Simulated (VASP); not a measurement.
Write the native input for VASP 6.6.1 that does the following.

```
Task                   : relaxation of cell and atoms
Functional             : PBE
Potentials or basis    : VASP PAW PBE potentials, release 64 (Pb_d, Te)
Cutoff                 : 600 eV
k mesh                 : 11 × 11 × 11
Occupations            : fermi-dirac, width 0.08 eV
Spin                   : no spin polarisation
Target pressure        : 3.3 GPa
Dipole correction      : no
Further INCAR settings : ALGO = Normal; EDIFF = 1e-06; IBRION = 2; EDIFFG = -0.005; NSW = 32; ISIF = 3
```

The structure of TePb (zincblende type) lies in POSCAR:

```
TePb
1.0
    0.0000000000      3.5391709183      3.5391709183
    3.5391709183      0.0000000000      3.5391709183
    3.5391709183      3.5391709183      0.0000000000
Pb Te
1 1
Direct
    0.0000000000      0.0000000000      0.0000000000
    0.2500000000      0.2500000000      0.2500000000
```

The input as run:

INCAR

```
PREC = Accurate ; ENCUT = 600
EDIFF = 1E-6 ; ISMEAR = -1
SIGMA = 0.08 ; LREAL = F
LASPH = T ; NELM = 100
ALGO = Normal ; ISIF = 3
LWAVE = F ; LCHARG = F
GGA = PE ; IBRION = 2
NSW = 32 ; EDIFFG = -0.005
PSTRESS = 33.0
```

KPOINTS

```
regular mesh
0
Gamma
  11 11 11
```

Potentials or basis: VASP PAW PBE potentials, release 64 (Pb_d, Te).

Launch:

```sh
$ cat potpaw_PBE.64/Pb_d/POTCAR potpaw_PBE.64/Te/POTCAR > POTCAR
$ mpirun -np 1 vasp_std > vasp.out
```

It gave:

- Relaxed volume: 44.30 Å³/atom
- Relaxed cell: a = 5.004 Å, b = 5.004 Å, c = 5.004 Å, α = 60.00°, β = 60.00°, γ = 60.00°
- Space group after relaxing (to 0.1 Å): F-43m (No. 216)
- Energy change on relaxing (the run minimises the enthalpy): +0.7 meV/atom
- Ionic steps: 4
- Pressure after relaxing: 3.3 GPa
- Band gap on the k mesh: 0.46 eV (least direct gap 1.12 eV)

Caveat: the cell is relaxed towards a set pressure, so the run minimises the enthalpy, not the energy; spin-orbit coupling is left out, which moves the levels of the heavy elements; an odd mesh through Γ misses points on the zone boundary, where band edges can lie.

Run time: 74 s on 1 thread of Intel(R) Xeon(R) 6975P-C (Granite Rapids), on a shared host, peak memory 0.3 GiB.
